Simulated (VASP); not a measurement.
# BiTe (F-43m) in VASP: notebook

Runs on BiTe. Level: r2SCAN. Tasks: single point.

Program: VASP 6.6.1. These are calculated values, not measurements. Logs are shortened: lines on timing, memory, paths and dates and some standing lists are left out, and cuts for length are marked.

### Step 1. The cell of the first run

It takes space group F-43m (No. 216, cubic). The conventional cell has a = 7.146 Å, b = 7.146 Å, c = 7.146 Å, α = 90.00°, β = 90.00°, γ = 90.00°. Bi (site symmetry -43m) has 4 Te at 3.09 Å within 4.1 Å. Within 4.1 Å of Te (site symmetry -43m) lie 4 Bi at 3.09 Å.

### Step 2. Single point, r2SCAN (45.61 Å³/atom)

The input, POSCAR:

```
BiTe
1.0
    0.0000000000      3.5728144313      3.5728144313
    3.5728144313      0.0000000000      3.5728144313
    3.5728144313      3.5728144313      0.0000000000
Bi Te
1 1
Direct
    0.0000000000      0.0000000000      0.0000000000
    0.2500000000      0.2500000000      0.2500000000
```

The input, INCAR.step1:

```
PREC = Accurate
ENCUT = 520
ISMEAR = 0
SIGMA = 0.05
LREAL = False
LASPH = True
NELM = 100
NBANDS = 18
GGA = PE
ALGO = Normal
EDIFF = 1E-4
LWAVE = True
LCHARG = False
```

The input, INCAR.step2:

```
PREC = Accurate
ENCUT = 520
EDIFF = 1E-7
ISMEAR = 0
SIGMA = 0.05
LREAL = False
LASPH = True
NELM = 100
ALGO = Normal
ISIF = 2
LWAVE = False
LCHARG = True
METAGGA = R2SCAN
LMIXTAU = True
LELF = True
LVHAR = True
NBANDS = 18
ISTART = 1
```

The input, KPOINTS:

```
Automatic mesh
0
Gamma
  8 8 8
```

Potentials or basis: VASP PAW PBE potentials, release 64 (Bi_d, Te).

Command:

```console
$ cat potpaw_PBE.64/Bi_d/POTCAR potpaw_PBE.64/Te/POTCAR > POTCAR
$ cp INCAR.step1 INCAR
$ mpirun -np 1 vasp_std > vasp.out
$ cp INCAR.step2 INCAR
$ mpirun -np 1 vasp_std > vasp.out
```

OUTCAR:

```text
PREC = Accurate
   ENCUT = 520
   EDIFF = 1E-7
   ISMEAR = 0
   LREAL = False
   LASPH = True
   NELM = 100
   ISIF = 2
   METAGGA = R2SCAN
   ISTART = 1

 ion  position               nearest neighbor table
   1  0.000  0.000  0.000-   2 3.09   2 3.09   2 3.09   2 3.09
   2  0.250  0.250  0.250-   1 3.09   1 3.09   1 3.09   1 3.09

  LATTYP: Found a face centered cubic cell.
 ALAT       =     7.1456288626

  Lattice vectors:

 A1 = (   0.0000000000,   3.5728144313,   3.5728144313)
 A2 = (   3.5728144313,   0.0000000000,   3.5728144313)
 A3 = (   3.5728144313,   3.5728144313,   0.0000000000)

Analysis of symmetry for initial positions (statically):
=====================================================================
 Subroutine PRICEL returns:
 Original cell was already a primitive cell.

 Routine SETGRP: Setting up the symmetry group for a
 face centered cubic supercell.

 Subroutine GETGRP returns: Found 24 space group operations
 (whereof 24 operations were pure point group operations)
 out of a pool of 48 trial point group operations.

The static configuration has the point symmetry T_d .

Analysis of symmetry for dynamics (positions and initial velocities):
=====================================================================
 Subroutine PRICEL returns:
 Original cell was already a primitive cell.

 Routine SETGRP: Setting up the symmetry group for a
 face centered cubic supercell.

 Subroutine GETGRP returns: Found 24 space group operations
 (whereof 24 operations were pure point group operations)
 out of a pool of 48 trial point group operations.

The dynamic configuration has the point symmetry T_d .

 Subroutine INISYM returns: Found 24 space group operations
 (whereof 24 operations are pure point group operations),
 and found     1 'primitive' translations

----------------------------------------------------------------------------------------

                                     Primitive cell

  volume of cell :      91.2140

  direct lattice vectors                    reciprocal lattice vectors
     0.000000000  3.572814431  3.572814431    -0.139945695  0.139945695  0.139945695
     3.572814431  0.000000000  3.572814431     0.139945695 -0.139945695  0.139945695
     3.572814431  3.572814431  0.000000000     0.139945695  0.139945695 -0.139945695

  length of vectors
     5.052722625  5.052722625  5.052722625     0.242393055  0.242393055  0.242393055

  position of ions in fractional coordinates (direct lattice)
     0.000000000  0.000000000  0.000000000
[... 77 lines left out ...]
   NELM   =    100;   NELMIN=  2; NELMDL=  0     # of ELM steps
   EDIFF  = 0.1E-06   stopping-criterion for ELM
   LREAL  =      F    real-space projection
   EDIFFG = 0.1E-05   stopping-criterion for IOM
   NSW    =      0    number of steps for IOM
   IBRION =     -1    ionic relax: 0-MD 1-quasi-New 2-CG
   NFREE  =      0    steps in history (QN), initial steepest desc. (CG)
   ISIF   =      2    stress and relaxation
   ISYM   =      2    0-nonsym 1-usesym 2-fastsym
   POTIM  = 0.5000    time-step for ionic-motion
   TEBEG  =    0.0;   TEEND  =   0.0 temperature during run
   PSTRESS=    0.0 pullay stress
   NELECT =      21.0000    total number of electrons
   NUPDOWN=      -1.0000    fix difference up-down
   EMIN   =  10.00;   EMAX   =-10.00  energy-range for DOS
   EFERMI =   0.00;   METHOD = LEGACY
   ISMEAR =     0;   SIGMA  =   0.05  broadening in eV -4-tet -1-fermi 0-gaus
   EFERMI_NEDOS =   21; number of points for ismear=-14 and -15
   IALGO  =     38    algorithm
   IMIX   =      4    mixing-type and parameters
     AMIX     =   0.40;   BMIX     =  1.00
     AMIX_MAG =   1.60;   BMIX_MAG =  1.00
  volume/ion in A,a.u.               =      45.61       307.77
  Fermi-wavevector in a.u.,A,eV,Ry     =   1.003369  1.896093 13.697664  1.006750
  Thomas-Fermi vector in A             =   2.135917
   LORBIT       =      0    0 simple, 1 ext, 2 COOP (PROOUT), +10 PAW based schemes
   METAGGA = R2SCAN    functional components
   LHFCALC =     F    Hartree Fock is set to
   AEXX    =    0.0000 exact exchange contribution
   IVDW    =     0    specifies the selected vdW correction
   LEPSILON=     F    determine dielectric tensor
   LRPA    =     F    only Hartree local field effects (RPA)
 non-spin polarized calculation
 Gauss-broadening in eV      SIGMA  =   0.05
  energy-cutoff  :      520.00
  volume of cell :       91.21
 maximum number of plane-waves:      2477
 NGX is ok and might be reduce to    40
   NGX = 19   NGY = 19   NGZ = 19

 number of electron      21.0000004 magnetization

 Free energy of the ion-electron system (eV)
  ---------------------------------------------------
  ext. energy  EPLUGINS =         0.00000000
  ---------------------------------------------------
  free energy    TOTEN  =       -83.41564443 eV

  energy without entropy =      -83.41145751  energy(sigma->0) =      -83.41355097

 E-fermi :   4.1433     XC(G=0):  -8.3925

 val. band max:        4.1314215212   @ k =  -0.3750   0.3750   0.1250
 cond. band min:       4.1905605587   @ k =  -0.1250   0.1250   0.0000
 fundamental gap:      0.0591390375
 Fermi energy:         4.1433207712

 k-point     1 :       0.0000    0.0000    0.0000
  band No.  band energies     occupation
      1     -20.1355      2.00000
      2     -20.1355      2.00000
      3     -20.1355      2.00000
      4     -20.1182      2.00000
      5     -20.1182      2.00000
      6      -9.8175      2.00000
[... 481 lines left out ...]
      5     -20.1177      2.00000
      6      -8.5987      2.00000
[... 10 lines left out ...]
     17      11.2453      0.00000
     18      13.2251      0.00000

 [... further k-points ...]

------------------------ aborting loop because EDIFF is reached ----------------------------------------

  FORCE on cell =-STRESS in cart. coord.  units (eV):
  Direction    XX          YY          ZZ          XY          YZ          ZX
  --------------------------------------------------------------------------------------
  -------------------------------------------------------------------------------------
  Total        0.3542316      0.3542316      0.3542316     -0.0000000      0.0000000      0.0000000
  in kB        6.2220926      6.2220926      6.2220926     -0.0000000      0.0000000      0.0000000
  external PRESSURE =       6.2220926 kB  Pullay stress =       0.0000000 kB

 VOLUME and BASIS-vectors are now :
 -----------------------------------------------------------------------------
  energy-cutoff  :      520.00
  volume of cell :       91.21
      direct lattice vectors                 reciprocal lattice vectors
     0.000000000  3.572814431  3.572814431    -0.139945695  0.139945695  0.139945695
     3.572814431  0.000000000  3.572814431     0.139945695 -0.139945695  0.139945695
     3.572814431  3.572814431  0.000000000     0.139945695  0.139945695 -0.139945695

 POSITION                                       TOTAL-FORCE (eV/Angst)
 -----------------------------------------------------------------------------------
      0.00000      0.00000      0.00000         0.000000      0.000000     -0.000000
      1.78641      1.78641      1.78641         0.000000     -0.000000      0.000000
 -----------------------------------------------------------------------------------
    total drift:                               -0.000000     -0.000000     -0.000000

  FREE ENERGIE OF THE ION-ELECTRON SYSTEM (eV)
  ---------------------------------------------------
  free  energy   TOTEN  =       -83.4156444263 eV

  energy  without entropy=      -83.4114575063  energy(sigma->0) =      -83.41355097
```

OUTCAR.step1:

```text
PREC = Accurate
   ENCUT = 520
   ISMEAR = 0
   LREAL = False
   LASPH = True
[... 726 lines left out ...]
      0.00000      0.00000      0.00000         0.000000      0.000000      0.000000
      1.78641      1.78641      1.78641        -0.000000     -0.000000     -0.000000
 -----------------------------------------------------------------------------------
    total drift:                               -0.000000     -0.000000     -0.000000

  FREE ENERGIE OF THE ION-ELECTRON SYSTEM (eV)
  ---------------------------------------------------
  free  energy   TOTEN  =        -6.6621635987 eV

  energy  without entropy=       -6.6578459404  energy(sigma->0) =       -6.66000477
```

Wall time 2.3 min (1 thread of Intel Xeon Platinum 8488C (Sapphire Rapids), shared host); peak memory 0.27 GiB.

What came out:

```yaml
Free_energy: -83.4156 eV
Pressure: 0.6 GPa
Band_gap_on_the_k_mesh: zero (an odd number of electrons rules out a gap without spin polarisation)
```

Caveat: the PAW data sets were made with another functional, which shifts forces and pressure a little; spin-orbit coupling is left out, which moves the levels of the heavy elements; an odd number of electrons without spin polarisation forces a metal; a magnetic or distorted state may lie lower.

### Step 3. Single point, r2SCAN (46.54 Å³/atom)

This run uses another cell than the first one, of 46.54 Å³/atom.

The input, POSCAR:

```
BiTe
1.0
    0.0000000000      3.5969558017      3.5969558017
    3.5969558017      0.0000000000      3.5969558017
    3.5969558017      3.5969558017      0.0000000000
Bi Te
1 1
Direct
    0.0000000000      0.0000000000      0.0000000000
    0.2500000000      0.2500000000      0.2500000000
```

The input, INCAR.step1:

```
SYSTEM = BiTe
PREC = Accurate ; ENCUT = 520
ISMEAR = 0 ; SIGMA = 0.05
LREAL = .False. ; LASPH = .True.
NELM = 80 ; NBANDS = 18
GGA = PE ; ALGO = Normal
EDIFF = 1E-4 ; LWAVE = .True.
LCHARG = .False.
```

The input, INCAR.step2:

```
SYSTEM = BiTe
PREC = Accurate ; ENCUT = 520
EDIFF = 1E-7 ; ISMEAR = 0
SIGMA = 0.05 ; LREAL = .False.
LASPH = .True. ; NELM = 80
ALGO = Normal ; ISIF = 2
LWAVE = .False. ; LCHARG = .False.
METAGGA = R2SCAN ; LMIXTAU = .True.
NBANDS = 18 ; ISTART = 1
```

The input, KPOINTS:

```
regular mesh
0
Gamma
  8 8 8
  0 0 0
```

Potentials or basis: VASP PAW PBE potentials, release 64 (Bi_d, Te).

Command:

```console
$ cat potpaw_PBE.64/Bi_d/POTCAR potpaw_PBE.64/Te/POTCAR > POTCAR
$ cp INCAR.step1 INCAR
$ mpirun -np 1 vasp_std > vasp.out
$ cp INCAR.step2 INCAR
$ mpirun -np 1 vasp_std > vasp.out
```

Wall time 2.3 min (1 thread of Intel Xeon Platinum 8488C (Sapphire Rapids), shared host); peak memory 0.27 GiB.

The run converged. Its results:

* Free energy: -83.4194 eV
* Pressure: 0.0 GPa
* Band gap on the k mesh: zero (an odd number of electrons rules out a gap without spin polarisation)

Levels at points of the mesh, in eV from the Fermi level:
| k point | band 9 | band 10 | band 11 | band 12 | band 13 | band 14 |
| --- | --- | --- | --- | --- | --- | --- |
| (0.00, 0.00, 0.00) | -3.03 | -3.03 | -0.24 | -0.24 | -0.24 | 3.20 |
| (0.50, 0.00, 0.00) | -3.68 | -3.60 | 0.75 | 0.75 | 2.33 | 5.04 |
| (0.50, 0.50, 0.00) | -4.40 | -2.02 | -1.04 | 2.85 | 2.85 | 4.91 |

Caveat: the PAW data sets were made with another functional, which shifts forces and pressure a little; spin-orbit coupling is left out, which moves the levels of the heavy elements; an odd number of electrons without spin polarisation forces a metal; a magnetic or distorted state may lie lower.

(Continued in part 2 of 2.)

The gap in the log of VASP goes by the Fermi energy; the results here count the filled bands.